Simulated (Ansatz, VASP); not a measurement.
C: VASP beside Ansatz

The input INCAR:

```
PREC     = Accurate       # precision mode
ENCUT    = 600            # plane-wave cutoff, eV
EDIFF    = 1E-7           # SCF threshold, eV
ISMEAR   = -1             # smearing method
SIGMA    = 0.05           # smearing width, eV
LREAL    = False          # projectors in reciprocal space
LASPH    = True           # aspherical terms in the spheres
NELM     = 100            # most SCF steps
ALGO     = Normal         # electronic algorithm
ISIF     = 3              # what is computed and relaxed
LWAVE    = False          # write WAVECAR
LCHARG   = False          # write CHGCAR
GGA      = PE             # functional
IBRION   = 2              # ionic algorithm
NSW      = 80             # ionic steps
EDIFFG   = -0.005         # ionic threshold
```

File KPOINTS:

```
regular mesh
0
Gamma
  13 13 13
```

The input POSCAR:

```
C
1.0
    0.0000000000      1.7833700000      1.7833700000
    1.7833700000      0.0000000000      1.7833700000
    1.7833700000      1.7833700000      0.0000000000
C
2
Direct
    0.7500000000      0.7500000000      0.7500000000
    0.5000000000      0.5000000000      0.5000000000
```

The input input.yaml:

```yaml
crystal:
  lattice:
    - [0.0, 1.78337, 1.78337]
    - [1.78337, 0.0, 1.78337]
    - [1.78337, 1.78337, 0.0]
  atoms:
    - { symbol: C, position: [0.75, 0.75, 0.75] }
    - { symbol: C, position: [0.5, 0.5, 0.5] }
kpoints:
  mp_grid: { grid: [13, 13, 13] }
scf:
  occupations: { method: fermi_dirac, width: 0.05 }
hamiltonian:
  xc: pbe
  pseudopotentials: { kind: all_electron, lapw: { basis_error: 0.001 } }
output:
  forces: true
  stress: true
relax:
  f_tol: 0.005
  max_steps: 60
  cell: {}
```

Alike in both runs: task relaxation of cell and atoms; functional PBE; k mesh 13 × 13 × 13; occupations fermi-dirac, width 0.05 eV; no spin polarisation.

```csv
,VASP,Ansatz
version,VASP 6.6.1,Ansatz 0.2.0
potentials or method,"VASP PAW PBE potentials, release 64 (C), cutoff 600 eV","all-electron LAPW, scalar-relativistic"
```

|  | VASP | Ansatz | Ansatz less VASP |
| --- | --- | --- | --- |
| relaxed volume (Å³/atom) | 5.69 | 5.69 | 0.000 |
| relaxed cell length with the largest relative difference (Å) | 2.525 | 2.525 | -0.0001 |

Ansatz ran all-electron here, and VASP with PAW potentials.
